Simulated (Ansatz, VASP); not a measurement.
Ir: VASP beside Ansatz

Contents of INCAR:

```
SYSTEM = Ir
ALGO = Normal ; EDIFF = 1E-6
ENCUT = 500 ; GGA = CA
GGA_COMPAT = .FALSE. ; ISIF = 2
ISMEAR = 0 ; LASPH = .TRUE.
LCHARG = .FALSE. ; LREAL = .FALSE.
LWAVE = .FALSE. ; NBANDS = 14
NELM = 120 ; PREC = Accurate
SIGMA = 0.15
```

File KPOINTS:

```
k-points
0
G
  20 20 20
  0 0 0
```

Contents of POSCAR:

```
Ir
1.0
    0.0000000000      1.9054060557      1.9054060557
    1.9054060557      0.0000000000      1.9054060557
    1.9054060557      1.9054060557      0.0000000000
Ir
1
Direct
    0.0000000000      0.0000000000      0.0000000000
```

Input for Ansatz:

```yaml
crystal:
  lattice:
    - [0.0, 1.9054060557, 1.9054060557]
    - [1.9054060557, 0.0, 1.9054060557]
    - [1.9054060557, 1.9054060557, 0.0]
  atoms:
    - { symbol: Ir, position: [0.0, 0.0, 0.0] }
basis:
  ecutwfc: 420
kpoints:
  mp_grid: { grid: [20, 20, 20] }
hamiltonian:
  xc: lda
  pseudopotentials: { kind: paw, azcp: { folder: soft_1 } }
scf:
  occupations: { method: gaussian, width: 0.15 }
output:
  forces: true
  stress: true
  eigenvalues: true
  write_density: true
  write_potential: true
  elf: true
  volumetric_format: npy
```

Alike in both runs: task single point; functional LDA; k mesh 20 × 20 × 20; occupations gaussian, width 0.15 eV; no spin polarisation.

```csv
,VASP,Ansatz
version,VASP 6.6.1,Ansatz 0.2.0
potentials or method,"VASP PAW LDA potentials, release 64 (Ir_sv_GW), cutoff 500 eV","scalar-relativistic, plane waves, PAW"
valence electrons in the cell,17,17
```

Ansatz gave:

- gap on the k mesh at the Fermi level (eV): none
- pressure (GPa): 0.0

Task: What did VASP give for the same quantities?

Result: gap on the k mesh at the Fermi level (eV): none; pressure (GPa): -1.7.

Ansatz warns that its potentials were made for another functional, while VASP's fit it. LDA's correlation is that of Perdew and Zunger in VASP and of Perdew and Wang (1992) in Ansatz. A gap of «none» marks a metal or a gap that the smearing closes.

Neither program's run includes spin-orbit coupling.
